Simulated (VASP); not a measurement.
# Ca8CO in VASP: further runs

The runs below take Ca8CO through single point, with PBE.

Program: VASP 6.6.1. These are calculated values, not measurements. Logs are shortened: lines on timing, memory, paths and dates and some standing lists are left out, and cuts for length are marked.

**1. The cell of the first run**

The cell holds a slab with vacuum, 10 atoms: a = 7.813 Å, b = 7.813 Å, c = 20.609 Å, α = 90.00°, β = 90.00°, γ = 90.00°.

**2. Single point, PBE**

INCAR reads:

```
PREC = Accurate ; ENCUT = 520
EDIFF = 1E-7 ; ISMEAR = 0
SIGMA = 0.1 ; LREAL = F
LASPH = T ; NELM = 80
ALGO = Normal ; ISIF = 2
LWAVE = F ; LCHARG = F
LDIPOL = T ; IDIPOL = 3
DIPOL = 0.5 0.5 0.296 ; GGA = PE
NBANDS = 56
```

KPOINTS reads:

```
Automatic mesh
0
Gamma
  4 4 1
```

POSCAR reads:

```
Ca8CO
1.0
    7.8132359333      0.0000000000      0.0000000000
    0.0000000000      7.8132359333      0.0000000000
    0.0000000000      0.0000000000     20.6093933580
Ca C O
8 1 1
Direct
    0.2500000000      0.2500000000      0.1940862562
    0.2500000000      0.7500000000      0.1940862562
    0.7500000000      0.2500000000      0.1940862562
    0.7500000000      0.7500000000      0.1940862562
    0.0000000000      0.0000000000      0.3206981032
    0.0000000000      0.5000000000      0.3206981032
    0.5000000000      0.0000000000      0.3206981032
    0.5000000000      0.5000000000      0.3206981032
    0.0000000000      0.0000000000      0.4284159754
    0.0524906628      0.0524906628      0.4771602276
```

Potentials or basis: VASP PAW PBE potentials, release 64 (Ca_sv, C, O).

Command:

```console
$ cat potpaw_PBE.64/Ca_sv/POTCAR potpaw_PBE.64/C/POTCAR potpaw_PBE.64/O/POTCAR > POTCAR
$ mpirun -np 1 vasp_std > vasp.out
```

OUTCAR:

```text
PREC = Accurate
   ENCUT = 520
   EDIFF = 1E-7
   ISMEAR = 0
   LREAL = F
   LASPH = T
   NELM = 80
   ISIF = 2
   GGA = PE

 ion  position               nearest neighbor table
   1  0.250  0.250  0.194-
   2  0.250  0.750  0.194-
   3  0.750  0.250  0.194-
   4  0.750  0.750  0.194-
   5  0.000  0.000  0.321-   9 2.22
   6  0.000  0.500  0.321-
   7  0.500  0.000  0.321-
   8  0.500  0.500  0.321-
   9  0.000  0.000  0.428-  10 1.16   5 2.22
  10  0.052  0.052  0.477-   9 1.16

  LATTYP: Found a simple tetragonal cell.
 ALAT       =     7.8132359333
 C/A-ratio  =     2.6377538748

  Lattice vectors:

 A1 = (   7.8132359333,   0.0000000000,   0.0000000000)
 A2 = (   0.0000000000,   7.8132359333,   0.0000000000)
 A3 = (   0.0000000000,   0.0000000000,  20.6093933580)

Analysis of symmetry for initial positions (statically):
=====================================================================
 Subroutine PRICEL returns:
 Original cell was already a primitive cell.

 Routine SETGRP: Setting up the symmetry group for a
 simple tetragonal supercell.

 Subroutine GETGRP returns: Found  2 space group operations
 (whereof  2 operations were pure point group operations)
 out of a pool of 16 trial point group operations.

The static configuration has the point symmetry C_1h.

Analysis of symmetry for dynamics (positions and initial velocities):
=====================================================================
 Subroutine PRICEL returns:
 Original cell was already a primitive cell.

 Routine SETGRP: Setting up the symmetry group for a
 simple tetragonal supercell.

 Subroutine GETGRP returns: Found  2 space group operations
 (whereof  2 operations were pure point group operations)
 out of a pool of 16 trial point group operations.

The dynamic configuration has the point symmetry C_1h.

 Subroutine INISYM returns: Found  2 space group operations
 (whereof  2 operations are pure point group operations),
 and found     1 'primitive' translations

----------------------------------------------------------------------------------------

                                     Primitive cell

  volume of cell :    1258.1345

  direct lattice vectors                    reciprocal lattice vectors
     7.813235933  0.000000000  0.000000000     0.127987944  0.000000000  0.000000000
     0.000000000  7.813235933  0.000000000     0.000000000  0.127987944  0.000000000
     0.000000000  0.000000000 20.609393358     0.000000000  0.000000000  0.048521564

  length of vectors
     7.813235933  7.813235933 20.609393358     0.127987944  0.127987944  0.048521564

  position of ions in fractional coordinates (direct lattice)
     0.250000000  0.250000000  0.194086256
     0.250000000  0.750000000  0.194086256
     0.750000000  0.250000000  0.194086256
     0.750000000  0.750000000  0.194086256
     0.000000000  0.000000000  0.320698103
     0.000000000  0.500000000  0.320698103
     0.500000000  0.000000000  0.320698103
     0.500000000  0.500000000  0.320698103
     0.000000000  0.000000000  0.428415975
     0.052490663  0.052490663  0.477160228

  ion indices of the primitive-cell ions
   primitive index   ion index
                 1           1
                 2           2
                 3           3
                 4           4
                 5           5
                 6           6
                 7           7
                 8           8
                 9           9
                10          10

----------------------------------------------------------------------------------------

 KPOINTS: Automatic mesh

Automatic generation of k-mesh.
 Grid dimensions read from file:
 generate k-points for:    4    4    1

 Generating k-lattice:

  Cartesian coordinates                     Fractional coordinates (reciprocal lattice)
     0.031996986  0.000000000  0.000000000     0.250000000  0.000000000  0.000000000
     0.000000000  0.031996986  0.000000000     0.000000000  0.250000000  0.000000000
     0.000000000  0.000000000  0.048521564     0.000000000  0.000000000  1.000000000

  Length of vectors
     0.031996986  0.031996986  0.048521564

  Shift w.r.t. Gamma in fractional coordinates (k-lattice)
     0.000000000  0.000000000  0.000000000

 Subroutine IBZKPT returns following result:
 ===========================================

 Found      7 irreducible k-points:

 Following reciprocal coordinates:
            Coordinates               Weight
  0.000000  0.000000  0.000000      1.000000
  0.250000  0.000000  0.000000      4.000000
  0.500000  0.000000  0.000000      2.000000
  0.250000  0.250000  0.000000      2.000000
 -0.250000  0.250000  0.000000      2.000000
  0.500000  0.250000  0.000000      4.000000
  0.500000  0.500000  0.000000      1.000000
   k-points           NKPTS =      7   k-points in BZ     NKDIM =      7   number of bands    NBANDS=     56
   number of dos      NEDOS =    301   number of ions     NIONS =     10
   total plane-waves  NPLWV = 576000
   dimension x,y,z NGX =    60 NGY =   60 NGZ =  160
   dimension x,y,z NGXF=   120 NGYF=  120 NGZF=  320
   ions per type =               8   1   1
   NGX,Y,Z   is equivalent  to a cutoff of  12.77, 12.77, 12.91 a.u.
   NGXF,Y,Z  is equivalent  to a cutoff of  25.53, 25.53, 25.81 a.u.
 SYSTEM =  unknown system
   PREC   = accura    normal or accurate (medium, high low for compatibility)
   ISTART =      0    job   : 0-new  1-cont  2-samecut
   ICHARG =      2    charge: 1-file 2-atom 10-const
   ISPIN  =      1    spin polarized calculation?
   LNONCOLLINEAR =      F non collinear calculations
   LSORBIT =      F    spin-orbit coupling
   LASPH  =      T    aspherical Exc in radial PAW
   ENCUT  =  520.0 eV  38.22 Ry    6.18 a.u.  14.53 14.53 38.32*2*pi/ulx,y,z
   NELM   =     80;   NELMIN=  2; NELMDL= -5     # of ELM steps
   EDIFF  = 0.1E-06   stopping-criterion for ELM
   LREAL  =      F    real-space projection
   EDIFFG = 0.1E-05   stopping-criterion for IOM
   NSW    =      0    number of steps for IOM
   IBRION =     -1    ionic relax: 0-MD 1-quasi-New 2-CG
   NFREE  =      0    steps in history (QN), initial steepest desc. (CG)
   ISIF   =      2    stress and relaxation
   ISYM   =      2    0-nonsym 1-usesym 2-fastsym
   POTIM  = 0.5000    time-step for ionic-motion
   TEBEG  =    0.0;   TEEND  =   0.0 temperature during run
   PSTRESS=    0.0 pullay stress
   NELECT =      90.0000    total number of electrons
   NUPDOWN=      -1.0000    fix difference up-down
   EMIN   =  10.00;   EMAX   =-10.00  energy-range for DOS
   EFERMI =   0.00;   METHOD = LEGACY
   ISMEAR =     0;   SIGMA  =   0.10  broadening in eV -4-tet -1-fermi 0-gaus
   EFERMI_NEDOS =   21; number of points for ismear=-14 and -15
   IALGO  =     38    algorithm
   IMIX   =      4    mixing-type and parameters
     AMIX     =   0.40;   BMIX     =  1.00
     AMIX_MAG =   1.60;   BMIX_MAG =  1.00
  volume/ion in A,a.u.               =     125.81       849.03
  Fermi-wavevector in a.u.,A,eV,Ry     =   0.679589  1.284238  6.283740  0.461842
  Thomas-Fermi vector in A             =   1.757831
   LORBIT       =      0    0 simple, 1 ext, 2 COOP (PROOUT), +10 PAW based schemes
   GGA     = PE    functional components
   LHFCALC =     F    Hartree Fock is set to
   AEXX    =    0.0000 exact exchange contribution
   IVDW    =     0    specifies the selected vdW correction
   LEPSILON=     F    determine dielectric tensor
   LRPA    =     F    only Hartree local field effects (RPA)
 non-spin polarized calculation
 Gauss-broadening in eV      SIGMA  =   0.10
  energy-cutoff  :      520.00
  volume of cell :     1258.13
 maximum number of plane-waves:     33903
 NGX is ok and might be reduce to    60
   NGX = 29   NGY = 29   NGZ = 77

 dipolmoment           0.000000      0.000000     -0.073480 electrons x Angstroem

 number of electron      90.0000017 magnetization

 dipolmoment           0.000000      0.000000      0.179090 electrons x Angstroem

 Free energy of the ion-electron system (eV)
  ---------------------------------------------------
  ext. energy  EPLUGINS =         0.00000000
  ---------------------------------------------------
  free energy    TOTEN  =       -26.85968857 eV

  energy without entropy =      -26.77564651  energy(sigma->0) =      -26.81766754

 E-fermi :  -1.4340     XC(G=0):  -3.0329

 val. band max:       -1.4350733577   @ k =   0.2500   0.2500   0.0000
 cond. band min:      -1.4333564304   @ k =   0.0000   0.0000   0.0000
 fundamental gap:      0.0017169273
 Fermi energy:        -1.4340304992

 k-point     1 :       0.0000    0.0000    0.0000
  band No.  band energies     occupation
      1     -43.8868      2.00000
      2     -43.8797      2.00000
      3     -43.8778      2.00000
      4     -43.8762      2.00000
      5     -43.8753      2.00000
      6     -43.8745      2.00000
[... 48 lines left out ...]
     55      -0.4280      0.00000
     56      -0.4094      0.00000

 k-point     2 :       0.2500    0.0000    0.0000
  band No.  band energies     occupation
      1     -43.8859      2.00000
      2     -43.8807      2.00000
      3     -43.8774      2.00000
      4     -43.8761      2.00000
      5     -43.8756      2.00000
      6     -43.8741      2.00000
[... 48 lines left out ...]
     55      -0.4086      0.00000
     56      -0.3623      0.00000

 k-point     3 :       0.5000    0.0000    0.0000
  band No.  band energies     occupation
      1     -43.8844      2.00000
      2     -43.8824      2.00000
      3     -43.8767      2.00000
      4     -43.8764      2.00000
      5     -43.8754      2.00000
      6     -43.8738      2.00000
[... 48 lines left out ...]
     55      -0.3243      0.00000
     56      -0.2618      0.00000

 k-point     4 :       0.2500    0.2500    0.0000
  band No.  band energies     occupation
      1     -43.8850      2.00000
      2     -43.8812      2.00000
      3     -43.8770      2.00000
      4     -43.8763      2.00000
      5     -43.8763      2.00000
      6     -43.8738      2.00000
[... 48 lines left out ...]
     55      -0.3295      0.00000
     56      -0.3159      0.00000

 k-point     5 :      -0.2500    0.2500    0.0000
  band No.  band energies     occupation
      1     -43.8851      2.00000
      2     -43.8805      2.00000
      3     -43.8786      2.00000
      4     -43.8759      2.00000
      5     -43.8754      2.00000
      6     -43.8739      2.00000
[... 48 lines left out ...]
     55      -0.3736      0.00000
     56      -0.3091      0.00000

 k-point     6 :       0.5000    0.2500    0.0000
  band No.  band energies     occupation
      1     -43.8835      2.00000
      2     -43.8820      2.00000
      3     -43.8781      2.00000
      4     -43.8762      2.00000
      5     -43.8756      2.00000
      6     -43.8737      2.00000
[... 48 lines left out ...]
     55      -0.3333      0.00000
     56      -0.2804      0.00000

 k-point     7 :       0.5000    0.5000    0.0000
  band No.  band energies     occupation
      1     -43.8821      2.00000
      2     -43.8812      2.00000
      3     -43.8803      2.00000
      4     -43.8764      2.00000
      5     -43.8755      2.00000
      6     -43.8736      2.00000
[... 48 lines left out ...]
     55      -0.5021      0.00000
     56      -0.4434      0.00000

------------------------ aborting loop because EDIFF is reached ----------------------------------------

 vacuum level on the upper side and lower side of the slab       (xc-potential included)         0.186        -0.360

  FORCE on cell =-STRESS in cart. coord.  units (eV):
  Direction    XX          YY          ZZ          XY          YZ          ZX
  --------------------------------------------------------------------------------------
  -------------------------------------------------------------------------------------
  Total       -2.0074939     -2.0074939      6.2965262     -0.0246328      0.2641202      0.2641125
  in kB       -2.5564526     -2.5564526      8.0183408     -0.0313687      0.3363451      0.3363353
  external PRESSURE =       0.9684786 kB  Pullay stress =       0.0000000 kB

 VOLUME and BASIS-vectors are now :
 -----------------------------------------------------------------------------
  energy-cutoff  :      520.00
  volume of cell :     1258.13
      direct lattice vectors                 reciprocal lattice vectors
     7.813235933  0.000000000  0.000000000     0.127987944  0.000000000  0.000000000
     0.000000000  7.813235933  0.000000000     0.000000000  0.127987944  0.000000000
     0.000000000  0.000000000 20.609393358     0.000000000  0.000000000  0.048521564

 POSITION                                       TOTAL-FORCE (eV/Angst)
 -----------------------------------------------------------------------------------
      1.95331      1.95331      4.00000         0.001896      0.001896     -0.069509
      1.95331      5.85993      4.00000        -0.001567     -0.000911     -0.043146
      5.85993      1.95331      4.00000        -0.000911     -0.001567     -0.043146
      5.85993      5.85993      4.00000         0.002494      0.002494     -0.044768
      0.00000      0.00000      6.60939        -0.117995     -0.117995     -2.161727
      0.00000      3.90662      6.60939        -0.012402      0.032848      0.077356
      3.90662      0.00000      6.60939         0.032848     -0.012402      0.077356
      3.90662      3.90662      6.60939         0.011027      0.011027      0.007964
      0.00000      0.00000      8.82939         0.001668      0.001668      1.201852
      0.41012      0.41012      9.83398         0.082941      0.082941      0.997768
 -----------------------------------------------------------------------------------
    total drift:                               -0.000328     -0.000328      0.001143

  FREE ENERGIE OF THE ION-ELECTRON SYSTEM (eV)
  ---------------------------------------------------
  free  energy   TOTEN  =       -26.8596885701 eV

  energy  without entropy=      -26.7756465137  energy(sigma->0) =      -26.81766754

 vacuum level on the upper side and lower side of the slab         1.755         1.197
```

Wall time 17 min (1 thread of Intel Xeon 6975P-C (Granite Rapids), shared host); peak memory 1.2 GiB.

Results:

```yaml
Free_energy: -26.8597 eV
Largest_force: 2.168 eV/Å
Band_gap_on_the_k_mesh: zero (bands 45 and 46 overlap by 0.10 eV)
```

Forces in eV/Å, atoms in the order of the input:
```
Ca   0.002  0.002 -0.070
Ca  -0.002 -0.001 -0.043
Ca  -0.001 -0.002 -0.043
Ca   0.002  0.002 -0.045
Ca  -0.118 -0.118 -2.162
Ca  -0.012  0.033  0.077
Ca   0.033 -0.012  0.077
Ca   0.011  0.011  0.008
C    0.002  0.002  1.202
O    0.083  0.083  0.998
```

**3. Single point, PBE**

INCAR reads:

```
SYSTEM = Ca8CO
  PREC = Accurate
  ENCUT = 520
  EDIFF = 1E-6
  ISMEAR = 0
  SIGMA = 0.1
  LREAL = .FALSE.
  LASPH = .TRUE.
  NELM = 100
  ALGO = Normal
  ISIF = 2
  LWAVE = .FALSE.
  LCHARG = .FALSE.
  LDIPOL = .TRUE.
  IDIPOL = 3
  DIPOL = 0.5 0.5 0.301
  GGA = PE
  NBANDS = 56
```

KPOINTS reads:

```
Automatic mesh
0
G
  4 4 1
  0 0 0
```

Changes to POSCAR since step 2:

```diff
@@ -16,3 +16,3 @@
     0.5000000000      0.5000000000      0.3206981032
-    0.0000000000      0.0000000000      0.4284159754
-    0.0524906628      0.0524906628      0.4771602276
+    0.0000000000      0.0000000000      0.4497654636
+    0.0524906628      0.0524906628      0.4985097158
```

Potentials or basis: VASP PAW PBE potentials, release 64 (Ca_sv, C, O).

Command:

```console
$ cat potpaw_PBE.64/Ca_sv/POTCAR potpaw_PBE.64/C/POTCAR potpaw_PBE.64/O/POTCAR > POTCAR
$ mpirun -np 1 vasp_std > vasp.out
```

Wall time 14 min (1 thread of Intel Xeon 6975P-C (Granite Rapids), shared host); peak memory 1.2 GiB.

It converged, with:

- Free energy: -27.1754 eV
- Largest force: 0.427 eV/Å
- Band gap on the k mesh: zero (bands 45 and 46 overlap by 0.09 eV)

Forces on the atoms (eV/Å):
```
Ca  -0.009 -0.009 -0.041
Ca  -0.013  0.008 -0.030
Ca   0.008 -0.013 -0.030
Ca   0.012  0.012 -0.036
Ca  -0.078 -0.078  0.122
Ca  -0.007  0.005  0.052
Ca   0.005 -0.007  0.052
Ca   0.005  0.005  0.017
C    0.270  0.270 -0.191
O   -0.193 -0.193  0.085
```

Levels at points of the mesh, in eV from the Fermi level:
| k point | band 41 | band 42 | band 43 | band 44 | band 45 | band 46 | band 47 | band 48 | band 49 | band 50 |
| --- | --- | --- | --- | --- | --- | --- | --- | --- | --- | --- |
| (0.00, 0.00, 0.00) | -1.11 | -1.10 | -1.01 | -0.09 | -0.05 | 0.06 | 0.14 | 0.38 | 0.39 | 0.47 |
| (0.50, 0.00, 0.00) | -0.93 | -0.63 | -0.62 | -0.60 | -0.55 | 0.19 | 0.31 | 0.43 | 0.46 | 0.58 |
| (0.50, 0.50, 0.00) | -2.00 | -0.54 | -0.52 | -0.50 | -0.27 | 0.41 | 0.42 | 0.62 | 0.65 | 0.65 |

The gap in the log of VASP goes by the Fermi energy; the results here count the filled bands.